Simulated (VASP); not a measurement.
Set up this calculation in VASP 6.6.1, as the native input.

- Task: single point
- Functional: r2SCAN
- Potentials or basis: VASP PAW PBE potentials, release 64 (Pt)
- Cutoff: 520 eV
- k mesh: 17 × 17 × 17
- Occupations: fermi-dirac, width 0.08 eV
- Spin: no spin polarisation
- Dipole correction: no
- Further INCAR settings: ALGO = Normal; EDIFF = 1e-06; NBANDS = 11

Pt:

```
Pt
1.0
     0.00000    1.97048    1.97048
     1.97048    0.00000    1.97048
     1.97048    1.97048    0.00000
Pt
1
Direct
  0.00000 0.00000 0.00000
```

These files were run (other wordings do the same):

POSCAR

```
Pt
1.0
    0.0000000000      1.9704843643      1.9704843643
    1.9704843643      0.0000000000      1.9704843643
    1.9704843643      1.9704843643      0.0000000000
Pt
1
Direct
    0.0000000000      0.0000000000      0.0000000000
```

INCAR.step1

```
SYSTEM = Pt
PREC = Accurate
ENCUT = 520
ISMEAR = -1
SIGMA = 0.08
LREAL = .False.
LASPH = .True.
NELM = 100
NBANDS = 11
GGA = PE
ALGO = Normal
EDIFF = 1E-4
LWAVE = .True.
LCHARG = .False.
```

INCAR.step2

```
SYSTEM = Pt
PREC = Accurate
ENCUT = 520
EDIFF = 1E-6
ISMEAR = -1
SIGMA = 0.08
LREAL = .False.
LASPH = .True.
NELM = 100
ALGO = Normal
ISIF = 2
LWAVE = .False.
LCHARG = .False.
METAGGA = R2SCAN
LMIXTAU = .True.
NBANDS = 11
ISTART = 1
```

KPOINTS

```
regular mesh
0
Gamma
  17 17 17
  0 0 0
```

Potentials or basis: VASP PAW PBE potentials, release 64 (Pt).

Run with:

```bash
$ cat potpaw_PBE.64/Pt/POTCAR > POTCAR
$ cp INCAR.step1 INCAR
$ mpirun -np 1 vasp_std > vasp.out
$ cp INCAR.step2 INCAR
$ mpirun -np 1 vasp_std > vasp.out
```

Results of the run:

The pressure is 0.7 GPa. The band gap on the k mesh is zero (bands 5 and 6 overlap by 2.27 eV).

Caveat: the PAW data sets were made with another functional, which shifts forces and pressure a little; spin-orbit coupling is left out, which moves the levels of the heavy elements.

Run time: 110 s on 1 thread of Intel Xeon 8259CL, on a shared host, peak memory 0.17 GiB.
